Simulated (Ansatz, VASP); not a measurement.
Re2Os in VASP and in Ansatz

```
CELL_PARAMETERS angstrom
4.36523 0.00000 0.00000
-2.18261 3.78040 0.00000
0.00000 0.00000 2.72718
ATOMIC_POSITIONS crystal
Re 0.33333 0.66667 0.50000
Re 0.66667 0.33333 0.50000
Os 0.00000 0.00000 0.00000
```

Alike in both runs: functional PBE; k mesh 12 × 12 × 16; occupations gaussian, width 0.1 eV; no spin polarisation.

Ansatz relaxed the structure, and its values are those at the end. VASP's run is a single point on that final structure, the one shown.

|  | VASP | Ansatz |
| --- | --- | --- |
| version | VASP 6.6.1 | Ansatz 0.2.0 |
| potentials or method | VASP PAW PBE potentials, release 64 (Re, Os), cutoff 520 eV | scalar-relativistic, plane waves, PAW |
| valence electrons in the cell | 22 | 46 |

```csv
,VASP,Ansatz,Ansatz less VASP
gap on the k mesh at the Fermi level (eV),none,none,-
pressure (GPa),-0.7,0.0,+0.74
```

A gap of «none» marks a metal or a gap that the smearing closes. VASP's potentials hold 22 valence electrons a cell and Ansatz's 46, so a difference there can come from the potentials and not from the codes.

Neither program's run includes spin-orbit coupling.
